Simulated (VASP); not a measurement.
# Li4NbO4 (I4/m) in VASP: single point with PBEsol

Aim: the single point of Li4NbO4 with PBEsol.

All numbers are computed with VASP 6.6.1; they aren't measurements. Logs are shortened: lines on timing, memory, paths and dates and some standing lists are left out, and cuts for length are marked.

## 1. The cell of the first run

The structure is tetragonal, space group I4/m (No. 87). The conventional cell has a = 7.624 Å, b = 7.624 Å, c = 3.260 Å, α = 90.00°, β = 90.00°, γ = 90.00°. Li (site symmetry m) has 4 O at 1.92 to 2.04 Å within 2.5 Å. Within 2.6 Å of Nb (site symmetry 4/m) lie 4 O at 1.94 Å. Within 2.5 Å of O (site symmetry m) lie 4 Li at 1.92 to 2.04 Å and 1 Nb at 1.94 Å.

## 2. Single point, PBEsol

Contents of INCAR:

```
  PREC = Accurate
  ENCUT = 520
  EDIFF = 1E-6
  ISMEAR = 0
  SIGMA = 0.05
  LREAL = False
  LASPH = True
  NELM = 60
  ALGO = Normal
  ISIF = 2
  LWAVE = False
  LCHARG = False
  GGA = PS
  NBANDS = 34
```

Contents of KPOINTS:

```
Automatic mesh
0
Gamma
  10 10 10
```

Contents of POSCAR:

```
Li4NbO4
1.0
   -3.8119495391      3.8119495391      1.6301049253
    3.8119495391     -3.8119495391      1.6301049253
    3.8119495391      3.8119495391     -1.6301049253
Li Nb O
4 1 4
Direct
    0.3341549847      0.1573280220      0.4914830067
    0.8426719780      0.3341549847      0.1768269627
    0.1573280220      0.6658450153      0.8231730373
    0.6658450153      0.8426719780      0.5085169933
    0.0000000000      0.0000000000      0.0000000000
    0.7589255465      0.0797104317      0.8386359782
    0.9202895683      0.7589255465      0.6792151148
    0.0797104317      0.2410744535      0.3207848852
    0.2410744535      0.9202895683      0.1613640218
```

Potentials or basis: VASP PAW PBE potentials, release 64 (Li_sv, Nb_sv, O).

Started as:

```bash
cat potpaw_PBE.64/Li_sv/POTCAR potpaw_PBE.64/Nb_sv/POTCAR potpaw_PBE.64/O/POTCAR > POTCAR
mpirun -np 1 vasp_std > vasp.out
```

OUTCAR:

```text
PREC = Accurate
   ENCUT = 520
   EDIFF = 1E-6
   ISMEAR = 0
   LREAL = False
   LASPH = True
   NELM = 60
   ISIF = 2
   GGA = PS

 ion  position               nearest neighbor table
   1  0.334  0.157  0.491-   7 1.92   7 1.92   9 1.94   8 2.04   4 2.51   4 2.51   5 2.82
   2  0.843  0.334  0.177-   9 1.92   9 1.92   8 1.94   6 2.04   3 2.51   3 2.51   5 2.82
   3  0.157  0.666  0.823-   6 1.92   6 1.92   7 1.94   9 2.04   2 2.51   2 2.51   5 2.82
   4  0.666  0.843  0.509-   8 1.92   8 1.92   6 1.94   7 2.04   1 2.51   1 2.51   5 2.82
   5  0.000  0.000  0.000-   7 1.94   8 1.94   6 1.94   9 1.94   1 2.82   2 2.82   3 2.82   4 2.82

   6  0.759  0.080  0.839-   3 1.92   3 1.92   5 1.94   4 1.94   2 2.04
   7  0.920  0.759  0.679-   1 1.92   1 1.92   5 1.94   3 1.94   4 2.04
   8  0.080  0.241  0.321-   4 1.92   4 1.92   5 1.94   2 1.94   1 2.04
   9  0.241  0.920  0.161-   2 1.92   2 1.92   5 1.94   1 1.94   3 2.04

  LATTYP: Found a body centered tetragonal cell.
 ALAT       =     7.6238990782
 C/A-ratio  =     0.4276302476

  Lattice vectors:

 A1 = (  -3.8119495391,   3.8119495391,   1.6301049253)
 A2 = (   3.8119495391,  -3.8119495391,   1.6301049253)
 A3 = (   3.8119495391,   3.8119495391,  -1.6301049253)

Analysis of symmetry for initial positions (statically):
=====================================================================
 Subroutine PRICEL returns:
 Original cell was already a primitive cell.

 Routine SETGRP: Setting up the symmetry group for a
 body centered tetragonal supercell.

 Subroutine GETGRP returns: Found  8 space group operations
 (whereof  8 operations were pure point group operations)
 out of a pool of 16 trial point group operations.

The static configuration has the point symmetry C_4h.

Analysis of symmetry for dynamics (positions and initial velocities):
=====================================================================
 Subroutine PRICEL returns:
 Original cell was already a primitive cell.

 Routine SETGRP: Setting up the symmetry group for a
 body centered tetragonal supercell.

 Subroutine GETGRP returns: Found  8 space group operations
 (whereof  8 operations were pure point group operations)
 out of a pool of 16 trial point group operations.

The dynamic configuration has the point symmetry C_4h.

 Subroutine INISYM returns: Found  8 space group operations
 (whereof  8 operations are pure point group operations),
 and found     1 'primitive' translations

----------------------------------------------------------------------------------------

                                     Primitive cell

  volume of cell :      94.7480

  direct lattice vectors                    reciprocal lattice vectors
    -3.811949539  3.811949539  1.630104925     0.000000000  0.131166479  0.306728722
     3.811949539 -3.811949539  1.630104925     0.131166479  0.000000000  0.306728722
     3.811949539  3.811949539 -1.630104925     0.131166479  0.131166479  0.000000000

  length of vectors
     5.631976620  5.631976620  5.631976620     0.333597293  0.333597293  0.185497414

  position of ions in fractional coordinates (direct lattice)
     0.334154985  0.157328022  0.491483007
     0.842671978  0.334154985  0.176826963
     0.157328022  0.665845015  0.823173037
     0.665845015  0.842671978  0.508516993
     0.000000000  0.000000000  0.000000000
     0.758925547  0.079710432  0.838635978
     0.920289568  0.758925547  0.679215115
     0.079710432  0.241074453  0.320784885
     0.241074453  0.920289568  0.161364022

  ion indices of the primitive-cell ions
   primitive index   ion index
                 1           1
                 2           2
                 3           3
                 4           4
                 5           5
                 6           6
                 7           7
                 8           8
                 9           9

----------------------------------------------------------------------------------------

 KPOINTS: Automatic mesh

Automatic generation of k-mesh.
 Grid dimensions read from file:
 generate k-points for:   10   10   10

 Generating k-lattice:

  Cartesian coordinates                     Fractional coordinates (reciprocal lattice)
     0.000000000  0.013116648  0.030672872     0.100000000  0.000000000  0.000000000
     0.013116648  0.000000000  0.030672872     0.000000000  0.100000000  0.000000000
     0.013116648  0.013116648  0.000000000     0.000000000  0.000000000  0.100000000

  Length of vectors
     0.033359729  0.033359729  0.018549741

  Shift w.r.t. Gamma in fractional coordinates (k-lattice)
     0.000000000  0.000000000  0.000000000

 Subroutine IBZKPT returns following result:
 ===========================================

 Found    144 irreducible k-points:

 Following reciprocal coordinates:
            Coordinates               Weight
  0.000000  0.000000  0.000000      1.000000
  0.100000  0.000000 -0.000000      8.000000
  0.200000  0.000000 -0.000000      8.000000
  0.300000 -0.000000  0.000000      8.000000
  0.400000  0.000000 -0.000000      8.000000
  0.500000  0.000000  0.000000      4.000000
[... 16 lines left out ...]
  0.200000  0.200000 -0.000000      8.000000
  0.300000  0.200000  0.000000      8.000000
 [... further k-points ...]
   k-points           NKPTS =    144   k-points in BZ     NKDIM =    144   number of bands    NBANDS=     34
   number of dos      NEDOS =    301   number of ions     NIONS =      9
   total plane-waves  NPLWV =  74088
   dimension x,y,z NGX =    42 NGY =   42 NGZ =   42
   dimension x,y,z NGXF=    84 NGYF=   84 NGZF=   84
   ions per type =               4   1   4
   NGX,Y,Z   is equivalent  to a cutoff of  12.40, 12.40, 12.40 a.u.
   NGXF,Y,Z  is equivalent  to a cutoff of  24.80, 24.80, 24.80 a.u.
 SYSTEM =  unknown system
   PREC   = accura    normal or accurate (medium, high low for compatibility)
   ISTART =      0    job   : 0-new  1-cont  2-samecut
   ICHARG =      2    charge: 1-file 2-atom 10-const
   ISPIN  =      1    spin polarized calculation?
   LNONCOLLINEAR =      F non collinear calculations
   LSORBIT =      F    spin-orbit coupling
   LASPH  =      T    aspherical Exc in radial PAW
   ENCUT  =  520.0 eV  38.22 Ry    6.18 a.u.  10.47 10.47 10.47*2*pi/ulx,y,z
   NELM   =     60;   NELMIN=  2; NELMDL= -5     # of ELM steps
   EDIFF  = 0.1E-05   stopping-criterion for ELM
   LREAL  =      F    real-space projection
   EDIFFG = 0.1E-04   stopping-criterion for IOM
   NSW    =      0    number of steps for IOM
   IBRION =     -1    ionic relax: 0-MD 1-quasi-New 2-CG
   NFREE  =      0    steps in history (QN), initial steepest desc. (CG)
   ISIF   =      2    stress and relaxation
   ISYM   =      2    0-nonsym 1-usesym 2-fastsym
   POTIM  = 0.5000    time-step for ionic-motion
   TEBEG  =    0.0;   TEEND  =   0.0 temperature during run
   PSTRESS=    0.0 pullay stress
   NELECT =      49.0000    total number of electrons
   NUPDOWN=      -1.0000    fix difference up-down
   EMIN   =  10.00;   EMAX   =-10.00  energy-range for DOS
   EFERMI =   0.00;   METHOD = LEGACY
   ISMEAR =     0;   SIGMA  =   0.05  broadening in eV -4-tet -1-fermi 0-gaus
   EFERMI_NEDOS =   21; number of points for ismear=-14 and -15
   IALGO  =     38    algorithm
   IMIX   =      4    mixing-type and parameters
     AMIX     =   0.40;   BMIX     =  1.00
     AMIX_MAG =   1.60;   BMIX_MAG =  1.00
  volume/ion in A,a.u.               =      10.53        71.04
  Fermi-wavevector in a.u.,A,eV,Ry     =   1.314065  2.483223 23.494096  1.726767
  Thomas-Fermi vector in A             =   2.444344
   LORBIT       =      0    0 simple, 1 ext, 2 COOP (PROOUT), +10 PAW based schemes
   GGA     = PS    functional components
   LHFCALC =     F    Hartree Fock is set to
   AEXX    =    0.0000 exact exchange contribution
   IVDW    =     0    specifies the selected vdW correction
   LEPSILON=     F    determine dielectric tensor
   LRPA    =     F    only Hartree local field effects (RPA)
 non-spin polarized calculation
 Gauss-broadening in eV      SIGMA  =   0.05
  energy-cutoff  :      520.00
  volume of cell :       94.75
 maximum number of plane-waves:      2570
 NGX is ok and might be reduce to    42
   NGX = 21   NGY = 21   NGZ = 21

 number of electron      49.0000000 magnetization

 Free energy of the ion-electron system (eV)
  ---------------------------------------------------
  ext. energy  EPLUGINS =         0.00000000
  ---------------------------------------------------
  free energy    TOTEN  =       -59.28004873 eV

  energy without entropy =      -59.28004873  energy(sigma->0) =      -59.28004873

 E-fermi :   3.5290     XC(G=0): -10.0035

 val. band max:        3.1247453947   @ k =  -0.1000  -0.1000   0.1000
 cond. band min:       4.4073761125   @ k =  -0.3000  -0.4000   0.3000
 fundamental gap:      1.2826307178
 Fermi energy:         3.5289686312

 k-point     1 :       0.0000    0.0000    0.0000
  band No.  band energies     occupation
      1     -51.8996      2.00000
      2     -39.8400      2.00000
      3     -39.8118      2.00000
      4     -39.7658      2.00000
      5     -39.7658      2.00000
      6     -28.2190      2.00000
[... 26 lines left out ...]
     33      11.7946      0.00000
     34      13.8358      0.00000

 k-point     2 :       0.1000    0.0000   -0.0000
  band No.  band energies     occupation
      1     -51.8976      2.00000
      2     -39.8372      2.00000
      3     -39.8108      2.00000
      4     -39.7669      2.00000
      5     -39.7663      2.00000
      6     -28.2164      2.00000
[... 26 lines left out ...]
     33      11.6888      0.00000
     34      13.4724      0.00000

 k-point     3 :       0.2000    0.0000   -0.0000
  band No.  band energies     occupation
      1     -51.8925      2.00000
      2     -39.8289      2.00000
      3     -39.8079      2.00000
      4     -39.7702      2.00000
      5     -39.7682      2.00000
      6     -28.2095      2.00000
[... 26 lines left out ...]
     33      11.4847      0.00000
     34      12.9248      0.00000

 k-point     4 :       0.3000   -0.0000    0.0000
  band No.  band energies     occupation
      1     -51.8862      2.00000
      2     -39.8168      2.00000
      3     -39.8031      2.00000
      4     -39.7755      2.00000
      5     -39.7724      2.00000
      6     -28.2010      2.00000
[... 26 lines left out ...]
     33      11.8086      0.00000
     34      12.8368      0.00000

 k-point     5 :       0.4000    0.0000   -0.0000
  band No.  band energies     occupation
      1     -51.8810      2.00000
      2     -39.8032      2.00000
      3     -39.7968      2.00000
      4     -39.7821      2.00000
      5     -39.7797      2.00000
      6     -28.1942      2.00000
[... 621 lines left out ...]
 k-point    22 :      -0.1000    0.1000    0.0000
  band No.  band energies     occupation
      1     -51.8996      2.00000
      2     -39.8396      2.00000
      3     -39.8127      2.00000
      4     -39.7658      2.00000
      5     -39.7656      2.00000
      6     -28.2190      2.00000
[... 26 lines left out ...]
     33      11.8742      0.00000
     34      13.7599      0.00000

 k-point    23 :       0.2000    0.2000   -0.0000
  band No.  band energies     occupation
      1     -51.8810      2.00000
      2     -39.8039      2.00000
      3     -39.7961      2.00000
      4     -39.7808      2.00000
      5     -39.7808      2.00000
      6     -28.1943      2.00000
[... 26 lines left out ...]
     33      12.1011      0.00000
     34      12.9018      0.00000

 k-point    24 :       0.3000    0.2000    0.0000
  band No.  band energies     occupation
      1     -51.8791      2.00000
      2     -39.7906      2.00000
      3     -39.7901      2.00000
      4     -39.7896      2.00000
      5     -39.7892      2.00000
      6     -28.1916      2.00000
[... 26 lines left out ...]
     33      12.0238      0.00000
     34      13.0052      0.00000

 [... further k-points ...]

------------------------ aborting loop because EDIFF is reached ----------------------------------------

  FORCE on cell =-STRESS in cart. coord.  units (eV):
  Direction    XX          YY          ZZ          XY          YZ          ZX
  --------------------------------------------------------------------------------------
  -------------------------------------------------------------------------------------
  Total        0.0431981      0.0431981      0.0453053     -0.0000000      0.0000000      0.0000000
  in kB        0.7304749      0.7304749      0.7661071     -0.0000008      0.0000000      0.0000000
  external PRESSURE =       0.7423523 kB  Pullay stress =       0.0000000 kB

 VOLUME and BASIS-vectors are now :
 -----------------------------------------------------------------------------
  energy-cutoff  :      520.00
  volume of cell :       94.75
      direct lattice vectors                 reciprocal lattice vectors
    -3.811949539  3.811949539  1.630104925     0.000000000  0.131166479  0.306728722
     3.811949539 -3.811949539  1.630104925     0.131166479  0.000000000  0.306728722
     3.811949539  3.811949539 -1.630104925     0.131166479  0.131166479  0.000000000

 POSITION                                       TOTAL-FORCE (eV/Angst)
 -----------------------------------------------------------------------------------
      1.19945      2.54756      0.00000        -0.006979      0.009046      0.000000
     -1.26439      2.61250      1.63010         0.009046      0.006979     -0.000000
      5.07634      1.19945      0.00000        -0.009046     -0.006979      0.000000
      2.61250      1.26439      1.63010         0.006979     -0.009046      0.000000
      0.00000      0.00000      0.00000         0.000000      0.000000      0.000000
      0.60770      5.78597      0.00000        -0.007518      0.032704      0.000000
      1.97402      3.20425      1.63010         0.032704      0.007518      0.000000
      1.83793      0.60770      0.00000        -0.032704     -0.007518     -0.000000
      3.20425     -1.97402      1.63010         0.007518     -0.032704     -0.000000
 -----------------------------------------------------------------------------------
    total drift:                                0.000000      0.000000     -0.000000

  FREE ENERGIE OF THE ION-ELECTRON SYSTEM (eV)
  ---------------------------------------------------
  free  energy   TOTEN  =       -59.2800487331 eV

  energy  without entropy=      -59.2800487331  energy(sigma->0) =      -59.28004873
```

It took 8.5 min on 1 thread of Intel Xeon Platinum 8488C (Sapphire Rapids), shared host; peak memory 0.52 GiB.

Results:

```
Free energy   : -59.2800 eV
Largest force : 0.034 eV/Å
```

Forces in eV/Å, atoms in the order of the input:
```
Li  -0.007  0.009  0.000
Li   0.009  0.007  0.000
Li  -0.009 -0.007  0.000
Li   0.007 -0.009  0.000
Nb   0.000  0.000  0.000
O   -0.008  0.033  0.000
O    0.033  0.008  0.000
O   -0.033 -0.008  0.000
O    0.008 -0.033  0.000
```

Levels at points of the mesh, in eV from the Fermi level:
| k point | band 21 | band 22 | band 23 | band 24 | band 25 | band 26 | band 27 | band 28 | band 29 | band 30 |
| --- | --- | --- | --- | --- | --- | --- | --- | --- | --- | --- |
| (0.00, 0.00, 0.00) | -2.28 | -2.25 | -1.87 | -1.73 | -1.73 | 2.86 | 2.86 | 3.21 | 4.30 | 6.23 |
| (0.50, 0.00, 0.00) | -2.86 | -2.17 | -2.07 | -2.05 | 1.81 | 1.86 | 3.40 | 4.28 | 4.88 | 6.28 |
| (0.50, 0.50, 0.00) | -2.49 | -2.16 | -2.11 | -2.01 | -1.81 | 2.84 | 2.90 | 3.26 | 4.80 | 6.07 |
| (0.50, 0.50, 0.50) | -2.28 | -2.19 | -2.19 | -2.16 | -1.55 | 2.80 | 2.89 | 2.89 | 4.91 | 6.20 |

Caveat: the cutoff is under 1.25 times the usual one of these potentials, so pressure, stress and relaxed cells hold a basis-set (Pulay) error; the PAW data sets were made with another functional, which shifts forces and pressure a little; an odd number of electrons without spin polarisation forces a metal; a magnetic or distorted state may lie lower.
